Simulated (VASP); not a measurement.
TaN:

```
CELL_PARAMETERS angstrom
0.00000 2.21014 2.21014
2.21014 0.00000 2.21014
2.21014 2.21014 0.00000
ATOMIC_POSITIONS crystal
Ta 0.50000 0.50000 0.50000
N 0.00000 0.00000 0.00000
```

Base run:

```yaml
Program: VASP 6.6.1
Functional: LDA
Potentials_or_basis: VASP PAW LDA potentials, release 64 (Ta_pv, N)
Cutoff: 520 eV
k_mesh: 18 × 18 × 18
Occupations: gaussian, width 0.15 eV
Spin: no spin polarisation
```

Its results: band gap on the k mesh zero (band 8 reaches 11.05 eV, above the bottom of band 9 at 7.13 eV); pressure -14.9 GPa.

Question: The run is repeated on the same cell with these changes: potentials or basis from VASP PAW LDA potentials, release 64 (Ta_pv, N) to VASP PAW LDA potentials, release 64 (Ta_sv_GW, N); cutoff from 520 eV to 600 eV; further incar settings from ALGO = Normal; EDIFF = 1e-06; NBANDS = 15 to ALGO = Normal; EDIFF = 1e-06; NBANDS = 16; valence electrons from 16 to 18. What comes out?

Answer: Band gap on the k mesh zero (band 9 reaches 15.08 eV, above the bottom of band 10 at 11.16 eV); pressure -15.7 GPa.

Caveats: spin-orbit coupling is left out, which moves the levels of the heavy elements.
